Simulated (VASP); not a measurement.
Here is a VASP 6.6.1 calculation.

File INCAR:

```
SYSTEM = Ag3SnSe
PREC     = Accurate       ! precision mode
ENCUT    = 600            ! plane-wave cutoff, eV
EDIFF    = 1E-6           ! SCF threshold, eV
ISMEAR   = 0              ! smearing method
SIGMA    = 0.1            ! smearing width, eV
LREAL    = .FALSE.        ! projectors in reciprocal space
LASPH    = .TRUE.         ! aspherical terms in the spheres
NELM     = 60             ! most SCF steps
ALGO     = Normal         ! electronic algorithm
ISIF     = 3              ! what is computed and relaxed
LWAVE    = .FALSE.        ! write WAVECAR
LCHARG   = .FALSE.        ! write CHGCAR
GGA      = PE             ! functional
IBRION   = 2              ! ionic algorithm
NSW      = 90             ! ionic steps
EDIFFG   = -0.04          ! ionic threshold
```

The input KPOINTS:

```
Automatic mesh
0
G
  4 4 4
  0 0 0
```

File POSCAR:

```
Ag3SnSe
1.0
    4.9381304200      0.0000000000      0.0000000000
    0.0000000000      4.9381304200      0.0000000000
    0.0000000000      0.0000000000      4.9381304200
Ag Sn Se
3 1 1
Direct
    0.5000000000      0.0000000000      0.0000000000
    0.0000000000      0.5000000000      0.0000000000
    0.0000000000      0.0000000000      0.5000000000
    0.5000000000      0.5000000000      0.5000000000
    0.0000000000      0.0000000000      0.0000000000
```

Potentials or basis: VASP PAW PBE potentials, release 64 (Ag, Sn_d, Se).

Launch:

```sh
$ cat potpaw_PBE.64/Ag/POTCAR potpaw_PBE.64/Sn_d/POTCAR potpaw_PBE.64/Se/POTCAR > POTCAR
$ mpirun -np 1 vasp_std > vasp.out
```

Q: Predict the relaxed cell.

A: a = 5.066 Å, b = 5.066 Å, c = 5.066 Å, α = 90.00°, β = 90.00°, γ = 90.00°.

Q: Estimate the relaxed volume.

A: 26.00 Å³/atom.

Q: What does it give for the space group after relaxing (to 0.05 Å)?

A: Pm-3m (No. 221).

Final structure:
```
Ag Sn Se
1.0
     5.06563    0.00000    0.00000
     0.00000    5.06563    0.00000
     0.00000    0.00000    5.06563
Ag Sn Se
3 1 1
Cartesian
  2.5328 0.0000 0.0000
  0.0000 2.5328 0.0000
  0.0000 0.0000 2.5328
  2.5328 2.5328 2.5328
  0.0000 0.0000 0.0000
```
